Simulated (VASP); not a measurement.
# LiOs12 (a cell with a defect) in VASP: single point with PBEsol

Aim: the single point of LiOs12 (a cell with a defect) with PBEsol.

All numbers are computed with VASP 6.6.1; they aren't measurements. Logs are shortened: lines on timing, memory, paths and dates and some standing lists are left out, and cuts for length are marked.

### Step 1. The cell of the first run

The cell holds a defect, 13 atoms: a = 5.480 Å, b = 8.220 Å, c = 4.326 Å, α = 90.00°, β = 90.00°, γ = 120.00°.

### Step 2. Single point, PBEsol

INCAR reads:

```
PREC = Accurate
ENCUT = 520
EDIFF = 1E-7
ISMEAR = -1
SIGMA = 0.15
LREAL = F
LASPH = T
NELM = 60
ALGO = Normal
ISIF = 2
LWAVE = F
LCHARG = F
GGA = PS
NBANDS = 62
```

KPOINTS reads:

```
Automatic mesh
0
Gamma
  3 2 3
```

POSCAR reads:

```
LiOs12
1.0
    5.4800000000      0.0000000000      0.0000000000
   -4.1100000000      7.1187290000      0.0000000000
    0.0000000000      0.0000000000      4.3264600000
Os Li
12 1
Direct
   -0.0009712518      0.0004951946     -0.0072685124
    0.1651693150      0.2205768746      0.5162020063
    0.0111470403      0.3258445448      0.0251515888
    0.1916211924      0.5681487123      0.4746957944
    0.0124738294      0.6855689693      0.0237273893
    0.1693371437      0.8935755584      0.5086710028
    0.4984225048     -0.0027041912     -0.0090221261
    0.6555463508      0.2053754004      0.4760092081
    0.4760143193      0.3224721789      0.0250323853
    0.6565601453      0.5650704104      0.4739264451
    0.5024503567      0.6702169576     -0.0167692394
    0.6685605247      0.8902943318      0.5067999537
    0.8336698295      0.4455708580      0.7498016040
```

Potentials or basis: VASP PAW PBE potentials, release 64 (Os, Li_sv).

Run with:

```console
> cat potpaw_PBE.64/Os/POTCAR potpaw_PBE.64/Li_sv/POTCAR > POTCAR
> mpirun -np 1 vasp_std > vasp.out
```

OUTCAR:

```text
PREC = Accurate
   ENCUT = 520
   EDIFF = 1E-7
   ISMEAR = -1
   LREAL = F
   LASPH = T
   NELM = 60
   ISIF = 2
   GGA = PS

 ion  position               nearest neighbor table
   1  0.999  0.000  0.993-   2 2.59   6 2.62  12 2.62   5 2.63   9 2.63   3 2.65  11 2.72  12 2.72
                             6 2.73   7 2.73   7 2.75   2 2.75
   2  0.165  0.221  0.516-   9 2.59   3 2.59   1 2.59   9 2.65   3 2.65   6 2.70  12 2.72   8 2.74
                             1 2.75   8 2.76  10 2.77   4 2.79
   3  0.011  0.326  0.025-  13 2.07   9 2.56   8 2.58   2 2.59   4 2.60   1 2.65   2 2.65   7 2.76
                            11 2.77   8 2.91   9 2.92   4 2.94   5 2.95
   4  0.192  0.568  0.475-  13 2.07  10 2.56   5 2.58  11 2.59   3 2.60  12 2.63  11 2.65   6 2.74
                             2 2.79   5 2.91  10 2.92   3 2.94   8 2.96
   5  0.012  0.686  0.024-  13 2.08   6 2.57  10 2.58   4 2.58   7 2.62   1 2.63   6 2.68  11 2.74
                            11 2.76   4 2.91  10 2.92   3 2.95   9 2.96
   6  0.169  0.894  0.509-   5 2.57   7 2.61   1 2.62   8 2.62   5 2.68   2 2.70   1 2.73  12 2.73
                             7 2.73   4 2.74  12 2.75  10 2.76
   7  0.498  0.997  0.991-   8 2.57   6 2.61  12 2.62   5 2.62   8 2.68  11 2.70  12 2.73   1 2.73
                             6 2.73   9 2.74   1 2.75   3 2.76
   8  0.656  0.205  0.476-  13 2.08   7 2.57   9 2.58   3 2.58   6 2.62  12 2.63   7 2.68   2 2.74
                             2 2.76   9 2.91   3 2.91  10 2.95   4 2.96
   9  0.476  0.322  0.025-  13 2.07   3 2.56   8 2.58   2 2.59  10 2.60   1 2.63   2 2.65   7 2.74
                            11 2.79   8 2.91   3 2.92  10 2.94   5 2.96
  10  0.657  0.565  0.474-  13 2.07   4 2.56   5 2.58  11 2.59   9 2.60  12 2.64  11 2.65   6 2.76
                             2 2.77   5 2.92   4 2.92   9 2.94   8 2.95
  11  0.502  0.670  0.983-  10 2.59   4 2.59  12 2.59   4 2.65  10 2.65   7 2.70   1 2.72   5 2.74
                            12 2.75   5 2.76   3 2.77   9 2.79
  12  0.669  0.890  0.507-  11 2.59   7 2.62   1 2.62   8 2.63   4 2.63  10 2.64   2 2.72   1 2.72
                             7 2.73   6 2.73   6 2.75  11 2.75
  13  0.834  0.446  0.750-  10 2.07   3 2.07   9 2.07   4 2.07   5 2.08   8 2.08

  LATTYP: Found a simple monoclinic cell.
 ALAT       =     5.4800000000
 B/A-ratio  =     0.7895000000
 C/A-ratio  =     1.3228756879
 COS(beta)  =    -0.1889822319

  Lattice vectors:

 A1 = (   5.4800000000,   0.0000000000,   0.0000000000)
 A2 = (   0.0000000000,   0.0000000000,   4.3264600000)
 A3 = (  -1.3700000000,  -7.1187290000,   0.0000000000)

Analysis of symmetry for initial positions (statically):
=====================================================================
 Subroutine PRICEL returns:
 Original cell was already a primitive cell.

 Routine SETGRP: Setting up the symmetry group for a
 simple monoclinic supercell.

 Subroutine GETGRP returns: Found  1 space group operations
[... 165 lines left out ...]
  Fermi-wavevector in a.u.,A,eV,Ry     =   1.370402  2.589684 25.551765  1.878002
  Thomas-Fermi vector in A             =   2.496191
   LORBIT       =      0    0 simple, 1 ext, 2 COOP (PROOUT), +10 PAW based schemes
   GGA     = PS    functional components
   LHFCALC =     F    Hartree Fock is set to
   AEXX    =    0.0000 exact exchange contribution
   IVDW    =     0    specifies the selected vdW correction
   LEPSILON=     F    determine dielectric tensor
   LRPA    =     F    only Hartree local field effects (RPA)
 non-spin polarized calculation
  energy-cutoff  :      520.00
  volume of cell :      168.78
 maximum number of plane-waves:      4559
 NGX is ok and might be reduce to    42
   NGX = 21   NGY = 31   NGZ = 17

 number of electron      99.0000007 magnetization

 Free energy of the ion-electron system (eV)
  ---------------------------------------------------
  ext. energy  EPLUGINS =         0.00000000
  ---------------------------------------------------
  free energy    TOTEN  =      -142.88869341 eV

  energy without entropy =     -142.25215860  energy(sigma->0) =     -142.57042601

 E-fermi :   9.7195     XC(G=0): -14.1950

 val. band max:        9.7174179027   @ k =   0.0000   0.5000   0.3333
 cond. band min:       9.7897195859   @ k =  -0.3333  -0.0000   0.3333
 fundamental gap:      0.0723016832
 Fermi energy:         9.7194650452

 k-point     1 :       0.0000    0.0000    0.0000
  band No.  band energies     occupation
      1     -35.0916      2.00000
      2      -1.4026      2.00000
      3       1.4996      2.00000
      4       1.6493      2.00000
      5       1.7817      2.00000
      6       2.2061      2.00000
[... 629 lines left out ...]
     60      11.4889      0.00002
     61      11.5572      0.00001
 [bands above 61 left out]

------------------------ aborting loop because EDIFF is reached ----------------------------------------

  FORCE on cell =-STRESS in cart. coord.  units (eV):
  Direction    XX          YY          ZZ          XY          YZ          ZX
  --------------------------------------------------------------------------------------
  -------------------------------------------------------------------------------------
  Total       19.9201234     20.8121799     22.1226722      0.1986373     -0.5317764      0.2422845
  in kB      189.0979829    197.5661071    210.0063637      1.8856267     -5.0480537      2.2999607
  external PRESSURE =     198.8901512 kB  Pullay stress =       0.0000000 kB

 VOLUME and BASIS-vectors are now :
 -----------------------------------------------------------------------------
  energy-cutoff  :      520.00
  volume of cell :      168.78
      direct lattice vectors                 reciprocal lattice vectors
     5.480000000  0.000000000  0.000000000     0.182481752  0.105355886  0.000000000
    -4.110000000  7.118729000  0.000000000     0.000000000  0.140474514  0.000000000
     0.000000000  0.000000000  4.326460000     0.000000000  0.000000000  0.231135848

 POSITION                                       TOTAL-FORCE (eV/Angst)
 -----------------------------------------------------------------------------------
      5.47264      0.00353      4.29501        -0.002829     -0.002444     -0.029572
     -0.00144      1.57023      2.23333         0.002132      0.011274      0.017618
     -1.27814      2.31960      0.10882         0.031418      0.010486      0.018547
     -1.28501      4.04450      2.05375         0.027519     -0.014437     -0.016424
     -2.74933      4.88038      0.10266        -0.001484      0.028829      0.042325
     -2.74463      6.36112      2.20074        -0.004009      0.014848      0.012725
     -1.36753      7.09948      4.28743         0.005288     -0.012740     -0.013440
      2.74830      1.46201      2.05943         0.001018     -0.031396     -0.045574
      1.28320      2.29559      0.10830        -0.036295      0.016547      0.014704
      1.27551      4.02258      2.05042        -0.030953     -0.009149     -0.014347
     -0.00116      4.77109      4.25391         0.000998     -0.011178     -0.015693
      0.00460      6.33776      2.19265         0.004461      0.002200      0.028914
      2.73721      3.17190      3.24399         0.002736     -0.002841      0.000218
 -----------------------------------------------------------------------------------
    total drift:                               -0.000059      0.000013     -0.000016

  FREE ENERGIE OF THE ION-ELECTRON SYSTEM (eV)
  ---------------------------------------------------
  free  energy   TOTEN  =      -142.8886934115 eV

  energy  without entropy=     -142.2521586045  energy(sigma->0) =     -142.57042601
```

OSZICAR:

```text
N       E                     dE             d eps       ncg     rms          rms(c)
DAV:   1     0.852167976577E+03    0.85217E+03   -0.45395E+04  1248   0.157E+03
DAV:   2    -0.521742429400E+02   -0.90434E+03   -0.86864E+03  1246   0.564E+02
DAV:   3    -0.145154151610E+03   -0.92980E+02   -0.86748E+02  1868   0.121E+02
[... 17 lines left out ...]
DAV:  21    -0.142888694121E+03    0.56444E-06   -0.15441E-06  1968   0.627E-03    0.160E-02
DAV:  22    -0.142888693818E+03    0.30378E-06   -0.75768E-07  1584   0.459E-03    0.703E-03
DAV:  23    -0.142888693566E+03    0.25124E-06   -0.24431E-07   824   0.295E-03    0.359E-03
DAV:  24    -0.142888693465E+03    0.10179E-06   -0.14027E-07   800   0.197E-03    0.210E-03
DAV:  25    -0.142888693411E+03    0.53055E-07   -0.92585E-08   800   0.133E-03
   1 F= -.14288869E+03 E0= -.14257043E+03  d E =-.636535E+00
```

stdout:

```text
POSCAR found type information on POSCAR OsLi
 POSCAR found :  2 types and      13 ions
 scaLAPACK will be used
 -----------------------------------------------------------------------------
|                                                                             |
|                                                                             |
|     You enforced a specific xc type in the INCAR file but a different       |
[... 22 lines left out ...]
 -----------------------------------------------------------------------------

 POSCAR, INCAR and KPOINTS ok, starting setup
 FFT: planning ... GRIDC
 FFT: planning ... GRID_SOFT
 FFT: planning ... GRID
 WAVECAR not read
 entering main loop
```

It took 6.1 min on 1 thread of Oxide Virtual Turin-like, shared host; peak memory 0.28 GiB.

What came out:

- Free energy: -142.8887 eV
- Largest force: 0.055 eV/Å

Forces in eV/Å, atoms in the order of the input:
```
Os  -0.003 -0.002 -0.030
Os   0.002  0.011  0.018
Os   0.031  0.010  0.019
Os   0.028 -0.014 -0.016
Os  -0.001  0.029  0.042
Os  -0.004  0.015  0.013
Os   0.005 -0.013 -0.013
Os   0.001 -0.031 -0.046
Os  -0.036  0.017  0.015
Os  -0.031 -0.009 -0.014
Os   0.001 -0.011 -0.016
Os   0.004  0.002  0.029
Li   0.003 -0.003  0.000
```

Caveat: the k points lie up to 0.48 Å⁻¹ apart; the cutoff is under 1.25 times the usual one of these potentials, so pressure, stress and relaxed cells hold a basis-set (Pulay) error; the PAW data sets were made with another functional, which shifts forces and pressure a little; spin-orbit coupling is left out, which moves the levels of the heavy elements.
